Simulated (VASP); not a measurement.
Write the native input for VASP 6.6.1 that does the following.

```yaml
Task: single point
Functional: PBE
Potentials_or_basis: VASP PAW PBE potentials, release 64 (Ba_sv, Ti_sv, O)
Cutoff: 520 eV
k_mesh: 8 × 8 × 8
Occupations: gaussian, width 0.05 eV
Spin: no spin polarisation
Hubbard_terms: Ti d U = 4.0 eV
Dipole_correction: no
Further_INCAR_settings: ALGO = Normal; EDIFF = 1e-07; NBANDS = 28
```

The structure of BaTiO3 lies in POSCAR:

```
BaTiO3
1.0
    4.0622910132      0.0000000000      0.0000000000
    0.0000000000      4.0622910132      0.0000000000
    0.0000000000      0.0000000000      4.0622910132
Ba Ti O
1 1 3
Direct
    0.5000000000      0.5000000000      0.5000000000
    0.0000000000      0.0000000000      0.0000000000
    0.5000000000      0.0000000000      0.0000000000
    0.0000000000      0.5000000000      0.0000000000
    0.0000000000      0.0000000000      0.5000000000
```

This cell differs from its parent crystal: the cell strained.

One way to write it, as run:

INCAR

```
SYSTEM = BaTiO3
PREC = Accurate
ENCUT = 520
EDIFF = 1E-7
ISMEAR = 0
SIGMA = 0.05
LREAL = .False.
LASPH = .True.
NELM = 150
ALGO = Normal
ISIF = 2
LWAVE = .False.
LCHARG = .False.
LMAXMIX = 4
LDAU = .True.
LDAUTYPE = 2
LDAUL = -1 2 -1
LDAUU = 0 4 0
LDAUJ = 0 0 0
LDAUPRINT = 1
GGA = PE
NBANDS = 28
```

KPOINTS

```
regular mesh
0
Gamma
  8 8 8
  0 0 0
```

Potentials or basis: VASP PAW PBE potentials, release 64 (Ba_sv, Ti_sv, O).

Command:

```bash
$ cat potpaw_PBE.64/Ba_sv/POTCAR potpaw_PBE.64/Ti_sv/POTCAR potpaw_PBE.64/O/POTCAR > POTCAR
$ mpirun -np 1 vasp_std > vasp.out
```

Results of the run:

* Pressure: -0.6 GPa
* Band gap on the k mesh: 2.11 eV (least direct gap 2.34 eV)

Caveat: the cell differs from its parent crystal (the cell strained); spin-orbit coupling is left out, which moves the levels of the heavy elements.

Run time: 57 s on 1 thread of Intel(R) Xeon(R) Platinum 8488C (Sapphire Rapids) (shared host), peak memory 0.21 GiB.
